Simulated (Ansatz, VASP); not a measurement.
**BN in VASP and in Ansatz**

File INCAR:

```
SYSTEM = BN
PREC = Accurate
ENCUT = 520
EDIFF = 1E-6
ISMEAR = 0
SIGMA = 0.05
LREAL = .FALSE.
LASPH = .TRUE.
NELM = 100
ALGO = Normal
ISIF = 2
LWAVE = .FALSE.
LCHARG = .TRUE.
GGA = PE
IVDW = 12
LELF = .TRUE.
LVHAR = .TRUE.
NBANDS = 26
```

The input KPOINTS:

```
regular mesh
0
G
  6 6 6
  0 0 0
```

POSCAR

```
BN
1.0
    0.0000000000      0.0000000000      4.3376638211
    2.5076849351      3.3394821895      2.1688319106
   -2.5076849351      3.3394821895      2.1688319106
B N
4 4
Direct
    0.5001068737      0.7500000000      0.2500000000
    0.5001068737      0.2500000000      0.7500000000
    0.0001068737      0.5000000000      0.5000000000
    0.0001068737      1.0000000000      0.0000000000
    0.1736546935      0.7335345257      0.2523423200
    0.1665931163      0.2500000000      0.7500000000
    0.6665931163      0.5000000000      0.5000000000
    0.6665931163      0.0000000000      0.0000000000
```

Input for Ansatz:

```yaml
crystal:
  lattice:
    - [0.0, 0.0, 4.3376638211]
    - [2.5076849351, 3.3394821895, 2.1688319106]
    - [-2.5076849351, 3.3394821895, 2.1688319106]
  atoms:
    - { symbol: B, position: [0.5001068737, 0.75, 0.25] }
    - { symbol: B, position: [0.5001068737, 0.25, 0.75] }
    - { symbol: B, position: [0.0001068737, 0.5, 0.5] }
    - { symbol: B, position: [0.0001068737, 1.0, 0.0] }
    - { symbol: "N", position: [0.1736546935, 0.7335345257, 0.25234232] }
    - { symbol: "N", position: [0.1665931163, 0.25, 0.75] }
    - { symbol: "N", position: [0.6665931163, 0.5, 0.5] }
    - { symbol: "N", position: [0.6665931163, 0.0, 0.0] }
basis:
  ecutwfc: 420
kpoints:
  mp_grid: { grid: [6, 6, 6] }
hamiltonian:
  xc: pbe
  dispersion: d3bj
scf:
  occupations: { method: gaussian, width: 0.05 }
output:
  forces: true
  stress: true
  eigenvalues: true
```

Alike in both runs: task single point; functional PBE; dispersion D3(BJ); k mesh 6 × 6 × 6; occupations gaussian, width 0.05 eV; no spin polarisation.

|  | VASP | Ansatz |
| --- | --- | --- |
| version | VASP 6.6.1 | Ansatz 0.2.0 |
| potentials or method | VASP PAW PBE potentials, release 64 (B, N), cutoff 520 eV | scalar-relativistic, plane waves, PAW |
| valence electrons in the cell | 32 | 32 |

```tsv
	VASP	Ansatz	Ansatz less VASP
gap on the k mesh at the Fermi level (eV)	3.61	3.62	+0.008
least direct gap on the mesh (eV)	3.87	3.88	+0.006
pressure (GPa)	0.2	0.2	-0.07
traceless stress, the component that is largest in VASP (GPa)	1.29	1.29	-0.002
rms of the force components (eV/Å)	0.603	0.603	+0.0006
```

Atom by atom the forces differ by 0.001 eV/Å (rms over components).
